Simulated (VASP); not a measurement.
# TaN (rocksalt type) (Fm-3m) in VASP: further runs

TaN (rocksalt type) is run at these levels: r2SCAN; tasks: single point, relaxation of cell and atoms.

Program: VASP 6.6.1. These are calculated values, not measurements. Logs are shortened: lines on timing, memory, paths and dates and some standing lists are left out, and cuts for length are marked.

## Step 1: The cell of the first run

Symmetry: Fm-3m, No. 225, cubic system. The conventional cell has a = 4.396 Å, b = 4.396 Å, c = 4.396 Å, α = 90.00°, β = 90.00°, γ = 90.00°. Within 2.9 Å of Ta (site symmetry m-3m) lie 6 N at 2.20 Å. N (site symmetry m-3m) has 6 Ta at 2.20 Å within 2.9 Å.

## Step 2: Single point, r2SCAN

POSCAR reads:

```
TaN
1.0
    0.0000000000      2.1982074175      2.1982074175
    2.1982074175      0.0000000000      2.1982074175
    2.1982074175      2.1982074175      0.0000000000
Ta N
1 1
Direct
    0.0000000000      0.0000000000      0.0000000000
    0.5000000000      0.5000000000      0.5000000000
```

INCAR.step1 reads:

```
SYSTEM = TaN
ALGO     = Normal         ! electronic algorithm
EDIFF    = 1E-4           ! SCF threshold, eV
ENCUT    = 520            ! plane-wave cutoff, eV
GGA      = PE             ! functional
ISMEAR   = -1             ! smearing method
LASPH    = .True.         ! aspherical terms in the spheres
LCHARG   = .False.        ! write CHGCAR
LREAL    = .False.        ! projectors in reciprocal space
LWAVE    = .True.         ! write WAVECAR
NBANDS   = 15             ! bands
NELM     = 60             ! most SCF steps
PREC     = Accurate       ! precision mode
SIGMA    = 0.08           ! smearing width, eV
```

INCAR.step2 reads:

```
SYSTEM = TaN
ALGO     = Normal         ! electronic algorithm
EDIFF    = 1E-6           ! SCF threshold, eV
ENCUT    = 520            ! plane-wave cutoff, eV
ISIF     = 2              ! what is computed and relaxed
ISMEAR   = -1             ! smearing method
ISTART   = 1            
LASPH    = .True.         ! aspherical terms in the spheres
LCHARG   = .False.        ! write CHGCAR
LMIXTAU  = .True.       
LREAL    = .False.        ! projectors in reciprocal space
LWAVE    = .False.        ! write WAVECAR
METAGGA  = R2SCAN         ! meta-GGA
NBANDS   = 15             ! bands
NELM     = 60             ! most SCF steps
PREC     = Accurate       ! precision mode
SIGMA    = 0.08           ! smearing width, eV
```

KPOINTS reads:

```
k-points
0
Gamma
  17 17 17
  0 0 0
```

Potentials or basis: VASP PAW PBE potentials, release 64 (Ta_pv, N).

Started as:

```console
cat potpaw_PBE.64/Ta_pv/POTCAR potpaw_PBE.64/N/POTCAR > POTCAR
cp INCAR.step1 INCAR
mpirun -np 1 vasp_std > vasp.out
cp INCAR.step2 INCAR
mpirun -np 1 vasp_std > vasp.out
```

OUTCAR:

```text
SYSTEM = TaN
   EDIFF = 1E-6
   ENCUT = 520
   ISIF = 2
   ISMEAR = -1
   ISTART = 1
   LASPH = .True.
   LREAL = .False.
   METAGGA = R2SCAN
   NELM = 60
   PREC = Accurate

 ion  position               nearest neighbor table
   1  0.000  0.000  0.000-   2 2.20   2 2.20   2 2.20   2 2.20   2 2.20   2 2.20
   2  0.500  0.500  0.500-   1 2.20   1 2.20   1 2.20   1 2.20   1 2.20   1 2.20

  LATTYP: Found a face centered cubic cell.
 ALAT       =     4.3964148350

  Lattice vectors:

 A1 = (   0.0000000000,   2.1982074175,   2.1982074175)
 A2 = (   2.1982074175,   0.0000000000,   2.1982074175)
 A3 = (   2.1982074175,   2.1982074175,   0.0000000000)

Analysis of symmetry for initial positions (statically):
=====================================================================
 Subroutine PRICEL returns:
 Original cell was already a primitive cell.

 Routine SETGRP: Setting up the symmetry group for a
 face centered cubic supercell.

 Subroutine GETGRP returns: Found 48 space group operations
 (whereof 48 operations were pure point group operations)
 out of a pool of 48 trial point group operations.

The static configuration has the point symmetry O_h .

Analysis of symmetry for dynamics (positions and initial velocities):
=====================================================================
 Subroutine PRICEL returns:
 Original cell was already a primitive cell.

 Routine SETGRP: Setting up the symmetry group for a
 face centered cubic supercell.

 Subroutine GETGRP returns: Found 48 space group operations
 (whereof 48 operations were pure point group operations)
 out of a pool of 48 trial point group operations.

The dynamic configuration has the point symmetry O_h .

 Subroutine INISYM returns: Found 48 space group operations
 (whereof 48 operations are pure point group operations),
 and found     1 'primitive' translations

----------------------------------------------------------------------------------------

                                     Primitive cell

  volume of cell :      21.2440

  direct lattice vectors                    reciprocal lattice vectors
     0.000000000  2.198207417  2.198207417    -0.227458062  0.227458062  0.227458062
     2.198207417  0.000000000  2.198207417     0.227458062 -0.227458062  0.227458062
     2.198207417  2.198207417  0.000000000     0.227458062  0.227458062 -0.227458062

  length of vectors
     3.108734743  3.108734743  3.108734743     0.393968921  0.393968921  0.393968921

  position of ions in fractional coordinates (direct lattice)
     0.000000000  0.000000000  0.000000000
     0.500000000  0.500000000  0.500000000

  ion indices of the primitive-cell ions
   primitive index   ion index
                 1           1
                 2           2

----------------------------------------------------------------------------------------

 KPOINTS: k-points

Automatic generation of k-mesh.
 Grid dimensions read from file:
 generate k-points for:   17   17   17

 Generating k-lattice:

  Cartesian coordinates                     Fractional coordinates (reciprocal lattice)
    -0.013379886  0.013379886  0.013379886     0.058823529  0.000000000  0.000000000
     0.013379886 -0.013379886  0.013379886     0.000000000  0.058823529  0.000000000
     0.013379886  0.013379886 -0.013379886     0.000000000  0.000000000  0.058823529

  Length of vectors
     0.023174642  0.023174642  0.023174642

  Shift w.r.t. Gamma in fractional coordinates (k-lattice)
     0.000000000  0.000000000  0.000000000

 Subroutine IBZKPT returns following result:
 ===========================================

 Found    165 irreducible k-points:

 Following reciprocal coordinates:
            Coordinates               Weight
  0.000000  0.000000  0.000000      1.000000
  0.058824  0.000000  0.000000      8.000000
  0.117647  0.000000  0.000000      8.000000
  0.176471  0.000000  0.000000      8.000000
  0.235294  0.000000  0.000000      8.000000
  0.294118  0.000000  0.000000      8.000000
[... 16 lines left out ...]
 -0.176471  0.058824  0.000000     24.000000
 -0.117647  0.058824  0.000000     24.000000
 [... further k-points ...]
   k-points           NKPTS =    165   k-points in BZ     NKDIM =    165   number of bands    NBANDS=     15
   number of dos      NEDOS =    301   number of ions     NIONS =      2
   total plane-waves  NPLWV =  13824
   dimension x,y,z NGX =    24 NGY =   24 NGZ =   24
   dimension x,y,z NGXF=    48 NGYF=   48 NGZF=   48
   ions per type =               1   1
   NGX,Y,Z   is equivalent  to a cutoff of  12.83, 12.83, 12.83 a.u.
   NGXF,Y,Z  is equivalent  to a cutoff of  25.67, 25.67, 25.67 a.u.
 SYSTEM =  TaN
   PREC   = accura    normal or accurate (medium, high low for compatibility)
   ISTART =      1    job   : 0-new  1-cont  2-samecut
   ICHARG =      0    charge: 1-file 2-atom 10-const
   ISPIN  =      1    spin polarized calculation?
   LNONCOLLINEAR =      F non collinear calculations
   LSORBIT =      F    spin-orbit coupling
   LASPH  =      T    aspherical Exc in radial PAW
   ENCUT  =  520.0 eV  38.22 Ry    6.18 a.u.   5.78  5.78  5.78*2*pi/ulx,y,z
   NELM   =     60;   NELMIN=  2; NELMDL=  0     # of ELM steps
   EDIFF  = 0.1E-05   stopping-criterion for ELM
   LREAL  =      F    real-space projection
   EDIFFG = 0.1E-04   stopping-criterion for IOM
   NSW    =      0    number of steps for IOM
   IBRION =     -1    ionic relax: 0-MD 1-quasi-New 2-CG
   NFREE  =      0    steps in history (QN), initial steepest desc. (CG)
   ISIF   =      2    stress and relaxation
   ISYM   =      2    0-nonsym 1-usesym 2-fastsym
   POTIM  = 0.5000    time-step for ionic-motion
   TEBEG  =    0.0;   TEEND  =   0.0 temperature during run
   PSTRESS=    0.0 pullay stress
   NELECT =      16.0000    total number of electrons
   NUPDOWN=      -1.0000    fix difference up-down
   EMIN   =  10.00;   EMAX   =-10.00  energy-range for DOS
   EFERMI =   0.00;   METHOD = LEGACY
   ISMEAR =    -1;   SIGMA  =   0.08  broadening in eV -4-tet -1-fermi 0-gaus
   EFERMI_NEDOS =   21; number of points for ismear=-14 and -15
   IALGO  =     38    algorithm
   IMIX   =      4    mixing-type and parameters
     AMIX     =   0.40;   BMIX     =  1.00
     AMIX_MAG =   1.60;   BMIX_MAG =  1.00
  volume/ion in A,a.u.               =      10.62        71.68
  Fermi-wavevector in a.u.,A,eV,Ry     =   1.489485  2.814719 30.185420  2.218566
  Thomas-Fermi vector in A             =   2.602388
   LORBIT       =      0    0 simple, 1 ext, 2 COOP (PROOUT), +10 PAW based schemes
   METAGGA = R2SCAN    functional components
   LHFCALC =     F    Hartree Fock is set to
   AEXX    =    0.0000 exact exchange contribution
   IVDW    =     0    specifies the selected vdW correction
   LEPSILON=     F    determine dielectric tensor
   LRPA    =     F    only Hartree local field effects (RPA)
 non-spin polarized calculation
  energy-cutoff  :      520.00
  volume of cell :       21.24
 maximum number of plane-waves:       584
   NGX = 11   NGY = 11   NGZ = 11

 number of electron      16.0000002 magnetization

 Free energy of the ion-electron system (eV)
  ---------------------------------------------------
  ext. energy  EPLUGINS =         0.00000000
  ---------------------------------------------------
  free energy    TOTEN  =       -59.63552649 eV

  energy without entropy =      -59.62055289  energy(sigma->0) =      -59.62803969

 E-fermi :   9.6132     XC(G=0): -14.4620

 val. band max:        9.6128203517   @ k =  -0.2941   0.2353   0.0588
 cond. band min:       9.6655712307   @ k =  -0.2941   0.0588   0.0000
 fundamental gap:      0.0527508790
 Fermi energy:         9.6131926066

 k-point     1 :       0.0000    0.0000    0.0000
  band No.  band energies     occupation
      1     -27.5261      2.00000
      2     -27.5261      2.00000
      3     -27.5261      2.00000
      4     -10.3997      2.00000
      5       5.4742      2.00000
      6       5.4742      2.00000
      7       5.4742      2.00000
      8       7.4543      2.00000
      9       7.4543      2.00000
     10       7.4543      2.00000
     11       9.7539      0.29382
     12       9.7539      0.29382
     13      11.4103      0.00000
     14      19.1786      0.00000
     15      19.6066      0.00000

 k-point     2 :       0.0588    0.0000    0.0000
  band No.  band energies     occupation
      1     -27.5584      2.00000
      2     -27.5289      2.00000
      3     -27.5289      2.00000
      4     -10.3143      2.00000
      5       5.0175      2.00000
      6       5.1717      2.00000
      7       5.1717      2.00000
      8       7.5968      2.00000
      9       7.5968      2.00000
     10       7.6560      2.00000
     11      10.1057      0.00423
     12      10.1057      0.00423
     13      11.6764      0.00000
     14      19.1785      0.00000
     15      19.8726      0.00000

 k-point     3 :       0.1176    0.0000    0.0000
  band No.  band energies     occupation
      1     -27.6500      2.00000
      2     -27.5370      2.00000
      3     -27.5370      2.00000
      4     -10.0666      2.00000
      5       4.0439      2.00000
      6       4.5136      2.00000
      7       4.5136      2.00000
      8       7.9387      2.00000
      9       7.9387      2.00000
     10       7.9855      2.00000
     11      10.9880      0.00000
     12      10.9880      0.00000
     13      12.3709      0.00000
     14      19.1784      0.00000
     15      20.6134      0.00000
[... 343 lines left out ...]
 k-point    23 :      -0.1765    0.0588    0.0000
  band No.  band energies     occupation
      1     -27.8438      2.00000
      2     -27.5843      2.00000
      3     -27.5430      2.00000
      4      -9.4766      2.00000
      5       2.3746      2.00000
      6       3.3011      2.00000
      7       3.7779      2.00000
      8       8.3448      2.00000
      9       8.3796      2.00000
     10       9.2759      1.97093
     11      11.6873      0.00000
     12      13.2653      0.00000
     13      13.9406      0.00000
     14      19.1781      0.00000
     15      22.1390      0.00000

 k-point    24 :      -0.1176    0.0588    0.0000
  band No.  band energies     occupation
      1     -27.7040      2.00000
      2     -27.5654      2.00000
      3     -27.5327      2.00000
      4      -9.8875      2.00000
      5       3.4091      2.00000
      6       3.9790      2.00000
      7       4.4451      2.00000
      8       7.8846      2.00000
      9       8.0888      2.00000
     10       8.6527      1.99999
     11      10.7121      0.00000
     12      12.0318      0.00000
     13      12.9901      0.00000
     14      19.1783      0.00000
     15      21.1387      0.00000

 [... further k-points ...]
[... 5 lines left out ...]
  --------------------------------------------------------------------------------------
  -------------------------------------------------------------------------------------
  Total        0.2581247      0.2581247      0.2581247      0.0000000      0.0000000      0.0000000
  in kB       19.4672302     19.4672302     19.4672302      0.0000000      0.0000000      0.0000000
  external PRESSURE =      19.4672302 kB  Pullay stress =       0.0000000 kB

 VOLUME and BASIS-vectors are now :
 -----------------------------------------------------------------------------
  energy-cutoff  :      520.00
  volume of cell :       21.24
      direct lattice vectors                 reciprocal lattice vectors
     0.000000000  2.198207417  2.198207417    -0.227458062  0.227458062  0.227458062
     2.198207417  0.000000000  2.198207417     0.227458062 -0.227458062  0.227458062
     2.198207417  2.198207417  0.000000000     0.227458062  0.227458062 -0.227458062

 POSITION                                       TOTAL-FORCE (eV/Angst)
 -----------------------------------------------------------------------------------
      0.00000      0.00000      0.00000         0.000000     -0.000000     -0.000000
      2.19821      2.19821      2.19821        -0.000000      0.000000      0.000000
 -----------------------------------------------------------------------------------
    total drift:                                0.000000     -0.000000     -0.000000

  FREE ENERGIE OF THE ION-ELECTRON SYSTEM (eV)
  ---------------------------------------------------
  free  energy   TOTEN  =       -59.6355264941 eV

  energy  without entropy=      -59.6205528905  energy(sigma->0) =      -59.62803969
```

Run time: 83 s. Hardware: 1 thread of Intel Xeon 6975P-C, shared host; peak memory 0.18 GiB.

Results:

* Free energy: -59.6355 eV
* Pressure: 1.9 GPa
* Band gap on the k mesh: zero (band 8 reaches 11.50 eV, above the bottom of band 9 at 7.45 eV)

Levels at points of the mesh, in eV from the Fermi level:
```
           k point  band 5  band 6  band 7  band 8  band 9  band 10  band 11  band 12
(0.00, 0.00, 0.00)   -4.14   -4.14   -4.14   -2.16   -2.16    -2.16     0.14     0.14
```

Caveat: the PAW data sets were made with another functional, which shifts forces and pressure a little; spin-orbit coupling is left out, which moves the levels of the heavy elements.

## Step 3: Relaxation of cell and atoms, r2SCAN

This run uses another cell than the first one, of 10.00 Å³/atom, 0.941 times its volume.

POSCAR reads:

```
TaN
1.0
    0.0000000000      2.1544346900      2.1544346900
    2.1544346900      0.0000000000      2.1544346900
    2.1544346900      2.1544346900      0.0000000000
Ta N
1 1
Direct
    0.0000000000      0.0000000000      0.0000000000
    0.5000000000      0.5000000000      0.5000000000
```

INCAR.step1 reads:

```
SYSTEM = TaN
PREC = Accurate
ENCUT = 600
ISMEAR = -1
SIGMA = 0.08
LREAL = .FALSE.
LASPH = .TRUE.
NELM = 100
GGA = PE
ALGO = Normal
EDIFF = 1E-4
LWAVE = .TRUE.
LCHARG = .FALSE.
```

INCAR.step2 reads:

```
SYSTEM = TaN
PREC = Accurate
ENCUT = 600
EDIFF = 1E-7
ISMEAR = -1
SIGMA = 0.08
LREAL = .FALSE.
LASPH = .TRUE.
NELM = 100
ALGO = Normal
ISIF = 3
LWAVE = .FALSE.
LCHARG = .FALSE.
METAGGA = R2SCAN
LMIXTAU = .TRUE.
IBRION = 2
NSW = 60
EDIFFG = -0.005
ISTART = 1
```

KPOINTS reads:

```
regular mesh
0
G
  17 17 17
  0 0 0
```

Potentials or basis: VASP PAW PBE potentials, release 64 (Ta_pv, N).

Started as:

```console
cat potpaw_PBE.64/Ta_pv/POTCAR potpaw_PBE.64/N/POTCAR > POTCAR
cp INCAR.step1 INCAR
mpirun -np 1 vasp_std > vasp.out
cp INCAR.step2 INCAR
mpirun -np 1 vasp_std > vasp.out
```

Wall time 11 min (1 thread of Intel Xeon 6975P-C, shared host); peak memory 0.21 GiB.

The run converged. Its results:

* Free energy: -59.6359 eV
* Relaxed volume: 10.68 Å³/atom
* Relaxed cell: a = 3.114 Å, b = 3.114 Å, c = 3.114 Å, α = 60.00°, β = 60.00°, γ = 60.00°
* Space group after relaxing (to 0.05 Å): Fm-3m (No. 225)
* Energy gained by relaxing: 53.4 meV/atom
* Ionic steps: 16
* Pressure after relaxing: 0.1 GPa
* Band gap on the k mesh: zero (band 8 reaches 11.42 eV, above the bottom of band 9 at 7.41 eV)

Step by step:
| step | energy change (eV) | largest force (eV/Å) | pressure (GPa) | volume (Å³) |
| --- | --- | --- | --- | --- |
| 1 | 0.0000 | 0.0000 | 26.66 | 20.00 |
| 2 | 0.4539 | 0.0000 | -40.16 | 25.21 |
| 3 | -0.1063 | 0.0000 | -1.46 | 21.45 |
| 4 | -0.1068 | 0.0000 | -0.13 | 21.37 |
| 5 | -0.1067 | 0.0000 | 0.33 | 21.34 |
| 6 | -0.1067 | 0.0000 | 0.34 | 21.34 |
| 7 | -0.1067 | 0.0000 | 0.29 | 21.35 |
| 8 | -0.1067 | 0.0000 | 0.28 | 21.35 |
| 9 | -0.1067 | 0.0000 | 0.28 | 21.35 |
| 10 | -0.1067 | 0.0000 | 0.28 | 21.35 |
| 11 | -0.1067 | 0.0000 | 0.28 | 21.35 |
| 12 | -0.1067 | 0.0000 | 0.28 | 21.35 |
| 13 | -0.1067 | 0.0000 | 0.26 | 21.35 |
| 14 | -0.1068 | 0.0000 | 0.23 | 21.35 |
| 15 | -0.1068 | 0.0000 | 0.16 | 21.35 |
| 16 | -0.1068 | 0.0000 | 0.05 | 21.36 |

Final structure:
```
Ta N
1.0
     0.00000    2.20221    2.20221
     2.20221    0.00000    2.20221
     2.20221    2.20221    0.00000
Ta N
1 1
Direct
  0.00000 0.00000 0.00000
  0.50000 0.50000 0.50000
```

Levels at points of the mesh, in eV from the Fermi level:
| k point | band 5 | band 6 | band 7 | band 8 | band 9 | band 10 | band 11 | band 12 |
| --- | --- | --- | --- | --- | --- | --- | --- | --- |
| (0.00, 0.00, 0.00) | -4.12 | -4.12 | -4.12 | -2.14 | -2.14 | -2.14 | 0.14 | 0.14 |

Caveat: the PAW data sets were made with another functional, which shifts forces and pressure a little; spin-orbit coupling is left out, which moves the levels of the heavy elements.
